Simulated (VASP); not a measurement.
# TiAl in VASP: a series of runs

TiAl is run at these levels: r2SCAN; tasks: single point.

Everything below comes from runs of VASP 6.6.1. Logs are shortened: lines on timing, memory, paths and dates and some standing lists are left out, and cuts for length are marked.

### Step 1. The cell of the first run

Symmetry: Pm-3m, No. 221, cubic system. Conventional cell: a = 3.266 Å, b = 3.266 Å, c = 3.266 Å, α = 90.00°, β = 90.00°, γ = 90.00°. Ti (site symmetry m-3m) has 8 Al at 2.83 Å and 6 Ti at 3.27 Å within 3.7 Å. Al (site symmetry m-3m) has 8 Ti at 2.83 Å and 6 Al at 3.27 Å within 3.7 Å.

### Step 2. Single point, r2SCAN (strain +0.030 along x and y, +0.030 along z)

POSCAR

```
TiAl
1.0
    3.2664860147      0.0000000000      0.0000000000
    0.0000000000      3.2664860147      0.0000000000
    0.0000000000      0.0000000000      3.2664860147
Ti Al
1 1
Direct
    0.0000000000      0.0000000000      0.0000000000
    0.5000000000      0.5000000000      0.5000000000
```

INCAR.step1

```
SYSTEM = TiAl
  PREC = Accurate
  ENCUT = 520
  ISMEAR = 0
  SIGMA = 0.15
  LREAL = .FALSE.
  LASPH = .TRUE.
  NELM = 80
  NBANDS = 14
  GGA = PE
  ALGO = Normal
  EDIFF = 1E-4
  LWAVE = .TRUE.
  LCHARG = .FALSE.
```

INCAR.step2

```
SYSTEM = TiAl
  PREC = Accurate
  ENCUT = 520
  EDIFF = 1E-7
  ISMEAR = 0
  SIGMA = 0.15
  LREAL = .FALSE.
  LASPH = .TRUE.
  NELM = 80
  ALGO = Normal
  ISIF = 2
  LWAVE = .FALSE.
  LCHARG = .TRUE.
  METAGGA = R2SCAN
  LMIXTAU = .TRUE.
  LELF = .TRUE.
  LVHAR = .TRUE.
  NBANDS = 14
  ISTART = 1
```

KPOINTS

```
regular mesh
0
G
  20 20 20
  0 0 0
```

Potentials or basis: VASP PAW PBE potentials, release 64 (Ti_sv, Al).

Started as:

```console
> cat potpaw_PBE.64/Ti_sv/POTCAR potpaw_PBE.64/Al/POTCAR > POTCAR
> cp INCAR.step1 INCAR
> mpirun -np 1 vasp_std > vasp.out
> cp INCAR.step2 INCAR
> mpirun -np 1 vasp_std > vasp.out
```

OUTCAR:

```text
SYSTEM = TiAl
   PREC = Accurate
   ENCUT = 520
   EDIFF = 1E-7
   ISMEAR = 0
   LREAL = .FALSE.
   LASPH = .TRUE.
   NELM = 80
   ISIF = 2
   METAGGA = R2SCAN
   ISTART = 1

 ion  position               nearest neighbor table
   1  0.000  0.000  0.000-   2 2.83   2 2.83   2 2.83   2 2.83   2 2.83   2 2.83   2 2.83   2 2.83

   2  0.500  0.500  0.500-   1 2.83   1 2.83   1 2.83   1 2.83   1 2.83   1 2.83   1 2.83   1 2.83

  LATTYP: Found a simple cubic cell.
 ALAT       =     3.2664860147

  Lattice vectors:

 A1 = (   3.2664860147,   0.0000000000,   0.0000000000)
 A2 = (   0.0000000000,   3.2664860147,   0.0000000000)
 A3 = (   0.0000000000,   0.0000000000,   3.2664860147)

Analysis of symmetry for initial positions (statically):
=====================================================================
 Subroutine PRICEL returns:
 Original cell was already a primitive cell.

 Routine SETGRP: Setting up the symmetry group for a
 simple cubic supercell.

 Subroutine GETGRP returns: Found 48 space group operations
 (whereof 48 operations were pure point group operations)
 out of a pool of 48 trial point group operations.

The static configuration has the point symmetry O_h .

Analysis of symmetry for dynamics (positions and initial velocities):
=====================================================================
 Subroutine PRICEL returns:
 Original cell was already a primitive cell.

 Routine SETGRP: Setting up the symmetry group for a
 simple cubic supercell.

 Subroutine GETGRP returns: Found 48 space group operations
 (whereof 48 operations were pure point group operations)
 out of a pool of 48 trial point group operations.

The dynamic configuration has the point symmetry O_h .

 Subroutine INISYM returns: Found 48 space group operations
 (whereof 48 operations are pure point group operations),
 and found     1 'primitive' translations

----------------------------------------------------------------------------------------

                                     Primitive cell

  volume of cell :      34.8532

  direct lattice vectors                    reciprocal lattice vectors
     3.266486015  0.000000000  0.000000000     0.306139379  0.000000000  0.000000000
     0.000000000  3.266486015  0.000000000     0.000000000  0.306139379  0.000000000
     0.000000000  0.000000000  3.266486015     0.000000000  0.000000000  0.306139379

  length of vectors
     3.266486015  3.266486015  3.266486015     0.306139379  0.306139379  0.306139379

  position of ions in fractional coordinates (direct lattice)
     0.000000000  0.000000000  0.000000000
     0.500000000  0.500000000  0.500000000

  ion indices of the primitive-cell ions
   primitive index   ion index
                 1           1
                 2           2

----------------------------------------------------------------------------------------

 KPOINTS: regular mesh

Automatic generation of k-mesh.
 Grid dimensions read from file:
 generate k-points for:   20   20   20

 Generating k-lattice:

  Cartesian coordinates                     Fractional coordinates (reciprocal lattice)
     0.015306969  0.000000000  0.000000000     0.050000000  0.000000000  0.000000000
     0.000000000  0.015306969  0.000000000     0.000000000  0.050000000  0.000000000
     0.000000000  0.000000000  0.015306969     0.000000000  0.000000000  0.050000000

  Length of vectors
     0.015306969  0.015306969  0.015306969

  Shift w.r.t. Gamma in fractional coordinates (k-lattice)
     0.000000000  0.000000000  0.000000000

 Subroutine IBZKPT returns following result:
 ===========================================

 Found    286 irreducible k-points:

 Following reciprocal coordinates:
            Coordinates               Weight
  0.000000  0.000000  0.000000      1.000000
  0.050000  0.000000  0.000000      6.000000
  0.100000  0.000000  0.000000      6.000000
  0.150000  0.000000  0.000000      6.000000
  0.200000  0.000000  0.000000      6.000000
  0.250000  0.000000  0.000000      6.000000
[... 16 lines left out ...]
  0.150000  0.100000  0.000000     24.000000
  0.200000  0.100000  0.000000     24.000000
 [... further k-points ...]
   k-points           NKPTS =    286   k-points in BZ     NKDIM =    286   number of bands    NBANDS=     14
   number of dos      NEDOS =    301   number of ions     NIONS =      2
   total plane-waves  NPLWV =  13824
   dimension x,y,z NGX =    24 NGY =   24 NGZ =   24
   dimension x,y,z NGXF=    48 NGYF=   48 NGZF=   48
   ions per type =               1   1
   NGX,Y,Z   is equivalent  to a cutoff of  12.21, 12.21, 12.21 a.u.
   NGXF,Y,Z  is equivalent  to a cutoff of  24.43, 24.43, 24.43 a.u.
 SYSTEM =  TiAl
   PREC   = accura    normal or accurate (medium, high low for compatibility)
   ISTART =      1    job   : 0-new  1-cont  2-samecut
   ICHARG =      0    charge: 1-file 2-atom 10-const
   ISPIN  =      1    spin polarized calculation?
   LNONCOLLINEAR =      F non collinear calculations
   LSORBIT =      F    spin-orbit coupling
   LASPH  =      T    aspherical Exc in radial PAW
   ENCUT  =  520.0 eV  38.22 Ry    6.18 a.u.   6.07  6.07  6.07*2*pi/ulx,y,z
   NELM   =     80;   NELMIN=  2; NELMDL=  0     # of ELM steps
   EDIFF  = 0.1E-06   stopping-criterion for ELM
   LREAL  =      F    real-space projection
   EDIFFG = 0.1E-05   stopping-criterion for IOM
   NSW    =      0    number of steps for IOM
   IBRION =     -1    ionic relax: 0-MD 1-quasi-New 2-CG
   NFREE  =      0    steps in history (QN), initial steepest desc. (CG)
   ISIF   =      2    stress and relaxation
   ISYM   =      2    0-nonsym 1-usesym 2-fastsym
   POTIM  = 0.5000    time-step for ionic-motion
   TEBEG  =    0.0;   TEEND  =   0.0 temperature during run
   PSTRESS=    0.0 pullay stress
   NELECT =      15.0000    total number of electrons
   NUPDOWN=      -1.0000    fix difference up-down
   EMIN   =  10.00;   EMAX   =-10.00  energy-range for DOS
   EFERMI =   0.00;   METHOD = LEGACY
   ISMEAR =     0;   SIGMA  =   0.15  broadening in eV -4-tet -1-fermi 0-gaus
   EFERMI_NEDOS =   21; number of points for ismear=-14 and -15
   IALGO  =     38    algorithm
   IMIX   =      4    mixing-type and parameters
     AMIX     =   0.40;   BMIX     =  1.00
     AMIX_MAG =   1.60;   BMIX_MAG =  1.00
  volume/ion in A,a.u.               =      17.43       117.60
  Fermi-wavevector in a.u.,A,eV,Ry     =   1.236017  2.335733 20.786138  1.527738
  Thomas-Fermi vector in A             =   2.370643
   LORBIT       =      0    0 simple, 1 ext, 2 COOP (PROOUT), +10 PAW based schemes
   METAGGA = R2SCAN    functional components
   LHFCALC =     F    Hartree Fock is set to
   AEXX    =    0.0000 exact exchange contribution
   IVDW    =     0    specifies the selected vdW correction
   LEPSILON=     F    determine dielectric tensor
   LRPA    =     F    only Hartree local field effects (RPA)
 non-spin polarized calculation
 Gauss-broadening in eV      SIGMA  =   0.15
  energy-cutoff  :      520.00
  volume of cell :       34.85
 maximum number of plane-waves:       968
   NGX = 13   NGY = 13   NGZ = 13

 number of electron      15.0000012 magnetization

 Free energy of the ion-electron system (eV)
  ---------------------------------------------------
  ext. energy  EPLUGINS =         0.00000000
  ---------------------------------------------------
  free energy    TOTEN  =       -20.23730073 eV

  energy without entropy =      -20.21277880  energy(sigma->0) =      -20.22503976

 E-fermi :   8.0023     XC(G=0): -11.5319

 val. band max:        8.0016347903   @ k =   0.3500   0.3500   0.2500
 cond. band min:       8.0061794787   @ k =   0.4000   0.3500   0.2500
 fundamental gap:      0.0045446884
 Fermi energy:         8.0023376210

 k-point     1 :       0.0000    0.0000    0.0000
  band No.  band energies     occupation
      1     -51.4620      2.00000
      2     -26.6196      2.00000
      3     -26.6196      2.00000
      4     -26.6196      2.00000
      5      -1.4979      2.00000
      6       6.5674      2.00000
      7       6.5674      2.00000
      8       9.8523      0.00000
      9       9.8523      0.00000
     10       9.8523      0.00000
     11      12.2304      0.00000
     12      12.2304      0.00000
     13      12.2304      0.00000
     14      16.5981      0.00000

 k-point     2 :       0.0500    0.0000    0.0000
  band No.  band energies     occupation
      1     -51.4617      2.00000
      2     -26.6230      2.00000
      3     -26.6194      2.00000
      4     -26.6194      2.00000
      5      -1.4586      2.00000
      6       6.5435      2.00000
      7       6.5850      2.00000
      8       9.7793      0.00000
      9       9.7793      0.00000
     10       9.8567      0.00000
     11      12.0405      0.00000
     12      12.3332      0.00000
     13      12.3332      0.00000
     14      16.5536      0.00000

 k-point     3 :       0.1000    0.0000    0.0000
  band No.  band energies     occupation
      1     -51.4610      2.00000
      2     -26.6327      2.00000
      3     -26.6185      2.00000
      4     -26.6185      2.00000
      5      -1.3412      2.00000
      6       6.4593      2.00000
      7       6.6366      2.00000
      8       9.5928      0.00000
      9       9.5928      0.00000
     10       9.8695      0.00000
     11      11.5980      0.00000
     12      12.6099      0.00000
     13      12.6100      0.00000
     14      16.4231      0.00000

 k-point     4 :       0.1500    0.0000    0.0000
  band No.  band energies     occupation
      1     -51.4597      2.00000
      2     -26.6478      2.00000
      3     -26.6173      2.00000
      4     -26.6172      2.00000
      5      -1.1472      2.00000
      6       6.2812      2.00000
      7       6.7194      2.00000
      8       9.3515      0.00000
      9       9.3515      0.00000
     10       9.8897      0.00000
     11      11.1178      0.00000
     12      13.0036      0.00000
     13      13.0036      0.00000
     14      16.2158      0.00000

 k-point     5 :       0.2000    0.0000    0.0000
  band No.  band energies     occupation
      1     -51.4582      2.00000
      2     -26.6667      2.00000
      3     -26.6156      2.00000
      4     -26.6156      2.00000
      5      -0.8790      2.00000
      6       5.9706      2.00000
      7       6.8281      2.00000
      8       9.0991      0.00000
      9       9.0991      0.00000
     10       9.9152      0.00000
     11      10.7463      0.00000
[... 276 lines left out ...]
 k-point    22 :       0.1000    0.1000    0.0000
  band No.  band energies     occupation
      1     -51.4599      2.00000
      2     -26.6322      2.00000
      3     -26.6309      2.00000
      4     -26.6174      2.00000
      5      -1.1863      2.00000
      6       6.4698      2.00000
      7       6.6048      2.00000
      8       9.2943      0.00000
      9       9.5086      0.00000
     10       9.7491      0.00000
     11      11.8104      0.00000
     12      12.0891      0.00000
     13      12.9494      0.00000
     14      16.6197      0.00000

 k-point    23 :       0.1500    0.1000    0.0000
  band No.  band energies     occupation
      1     -51.4587      2.00000
      2     -26.6466      2.00000
      3     -26.6301      2.00000
      4     -26.6162      2.00000
      5      -0.9945      2.00000
      6       6.3414      2.00000
      7       6.6560      2.00000
      8       9.0357      0.00000
      9       9.3312      0.00000
     10       9.7318      0.00000
     11      11.4009      0.00000
     12      12.3413      0.00000
     13      13.3130      0.00000
     14      16.5230      0.00000

 k-point    24 :       0.2000    0.1000    0.0000
  band No.  band energies     occupation
      1     -51.4572      2.00000
      2     -26.6654      2.00000
      3     -26.6284      2.00000
      4     -26.6145      2.00000
      5      -0.7294      2.00000
      6       6.0528      2.00000
      7       6.7604      2.00000
      8       8.7936      0.00000
      9       9.1087      0.00000
     10       9.7499      0.00000
     11      10.9952      0.00000
     12      12.7283      0.00000
     13      13.7547      0.00000
     14      16.3319      0.00000

 [... further k-points ...]

------------------------ aborting loop because EDIFF is reached ----------------------------------------

  FORCE on cell =-STRESS in cart. coord.  units (eV):
  Direction    XX          YY          ZZ          XY          YZ          ZX
  --------------------------------------------------------------------------------------
  -------------------------------------------------------------------------------------
  Total       -1.8982877     -1.8982877     -1.8982877      0.0000000     -0.0000000     -0.0000000
  in kB      -87.2630152    -87.2630152    -87.2630152      0.0000000     -0.0000000     -0.0000000
  external PRESSURE =     -87.2630152 kB  Pullay stress =       0.0000000 kB

 VOLUME and BASIS-vectors are now :
 -----------------------------------------------------------------------------
  energy-cutoff  :      520.00
  volume of cell :       34.85
      direct lattice vectors                 reciprocal lattice vectors
     3.266486015  0.000000000  0.000000000     0.306139379  0.000000000  0.000000000
     0.000000000  3.266486015  0.000000000     0.000000000  0.306139379  0.000000000
     0.000000000  0.000000000  3.266486015     0.000000000  0.000000000  0.306139379

 POSITION                                       TOTAL-FORCE (eV/Angst)
 -----------------------------------------------------------------------------------
      0.00000      0.00000      0.00000         0.000000      0.000000      0.000000
      1.63324      1.63324      1.63324         0.000000      0.000000      0.000000
 -----------------------------------------------------------------------------------
    total drift:                               -0.000000      0.000000      0.000000

  FREE ENERGIE OF THE ION-ELECTRON SYSTEM (eV)
  ---------------------------------------------------
  free  energy   TOTEN  =       -20.2373007272 eV

  energy  without entropy=      -20.2127788017  energy(sigma->0) =      -20.22503976
```

Wall time 3.3 min (1 thread of AMD EPYC 9R45 (Zen 5), shared host); peak memory 0.23 GiB.

What came out:

| Item | Value |
| --- | --- |
| Free energy | -20.2373 eV |
| Pressure | -8.7 GPa |

Caveat: the cell differs from its parent crystal (strain +0.030 along x and y, +0.030 along z); the PAW data sets were made with another functional, which shifts forces and pressure a little.

### Step 3. Single point, r2SCAN (strain -0.030 along x and y, -0.015 along z)

POSCAR

```
TiAl
1.0
    3.0762052759      0.0000000000      0.0000000000
    0.0000000000      3.0762052759      0.0000000000
    0.0000000000      0.0000000000      3.1237754606
Ti Al
1 1
Direct
    0.0000000000      0.0000000000      0.0000000000
    0.5000000000      0.5000000000      0.5000000000
```

INCAR.step1

```
SYSTEM = TiAl
PREC = Accurate ; ENCUT = 520
ISMEAR = 0 ; SIGMA = 0.15
LREAL = .FALSE. ; LASPH = .TRUE.
NELM = 80 ; NBANDS = 14
GGA = PE ; ALGO = Normal
EDIFF = 1E-4 ; LWAVE = .TRUE.
LCHARG = .FALSE.
```

INCAR.step2

```
SYSTEM = TiAl
PREC = Accurate ; ENCUT = 520
EDIFF = 1E-6 ; ISMEAR = 0
SIGMA = 0.15 ; LREAL = .FALSE.
LASPH = .TRUE. ; NELM = 80
ALGO = Normal ; ISIF = 2
LWAVE = .FALSE. ; LCHARG = .FALSE.
METAGGA = R2SCAN ; LMIXTAU = .TRUE.
NBANDS = 14 ; ISTART = 1
```

KPOINTS

```
Automatic mesh
0
G
  20 20 20
  0 0 0
```

Potentials or basis: VASP PAW PBE potentials, release 64 (Ti_sv, Al).

Started as:

```console
> cat potpaw_PBE.64/Ti_sv/POTCAR potpaw_PBE.64/Al/POTCAR > POTCAR
> cp INCAR.step1 INCAR
> mpirun -np 1 vasp_std > vasp.out
> cp INCAR.step2 INCAR
> mpirun -np 1 vasp_std > vasp.out
```

It took 6.7 min on 1 thread of AMD EPYC 9R45 (Zen 5), shared host; peak memory 0.37 GiB.

It converged, with:

| Item | Value |
| --- | --- |
| Free energy | -20.2457 eV |
| Pressure | 10.8 GPa |

Stress tensor (GPa, compression positive):
```
10.65  0.00  0.00
 0.00 10.65  0.00
 0.00  0.00 11.11
```

Levels at points of the mesh, in eV from the Fermi level:
```tsv
k point	band 5	band 6	band 7	band 8	band 9	band 10
(0.00, 0.00, 0.00)	-10.24	-1.87	-1.83	2.22	2.22	2.32
(0.50, 0.00, 0.00)	-6.50	-5.84	-0.74	0.16	0.39	2.47
(0.50, 0.50, 0.00)	-5.41	-2.37	-2.37	-1.72	0.82	0.82
(0.00, 0.00, 0.50)	-6.67	-5.88	-0.79	0.36	0.36	2.55
(0.50, 0.00, 0.50)	-5.52	-2.50	-2.40	-1.76	0.96	0.98
(0.50, 0.50, 0.50)	-3.55	-3.55	-3.54	1.45	3.06	3.15
```

Caveat: the cell differs from its parent crystal (strain -0.030 along x and y, -0.015 along z); the PAW data sets were made with another functional, which shifts forces and pressure a little.
